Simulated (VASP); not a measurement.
Input of a VASP 6.6.1 run:

The input INCAR:

```
  PREC = Accurate
  ENCUT = 520
  EDIFF = 1E-6
  ISMEAR = 0
  SIGMA = 0.15
  LREAL = F
  LASPH = T
  NELM = 100
  ALGO = Fast
  ISIF = 2
  LWAVE = F
  LCHARG = T
  GGA = PS
  LELF = T
  LVHAR = T
  NBANDS = 18
```

The input KPOINTS:

```
Automatic mesh
0
Gamma
  12 12 12
```

File POSCAR:

```
ScAl3
1.0
    4.3970025054      0.0000000000      0.0000000000
    0.0000000000      4.3970025054      0.0000000000
    0.0000000000      0.0000000000      3.7455947268
Sc Al
1 3
Direct
    0.0000000000      0.0000000000      0.0000000000
    0.5000000000      0.0000000000      0.5000000000
    0.0000000000      0.5000000000      0.5000000000
    0.5000000000      0.5000000000      0.0000000000
```

Potentials or basis: VASP PAW PBE potentials, release 64 (Sc_sv, Al).

The run is started by

```console
$ cat potpaw_PBE.64/Sc_sv/POTCAR potpaw_PBE.64/Al/POTCAR > POTCAR
$ mpirun -np 1 vasp_std > vasp.out
```

Problem. Estimate the pressure.

Solution. -4.0 GPa.

Problem. Estimate the band gap on the k mesh.

Solution. Zero (bands 10 and 11 overlap by 3.38 eV).

Stress tensor (GPa, compression positive):
```
-8.40  0.00  0.00
 0.00 -8.40  0.00
 0.00  0.00  4.69
```

Caveat: the cell differs from its parent crystal (strain +0.080 along x and y, -0.080 along z); the stress differs along the axes, from -8 to 5 GPa; the PAW data sets were made with another functional, which shifts forces and pressure a little.
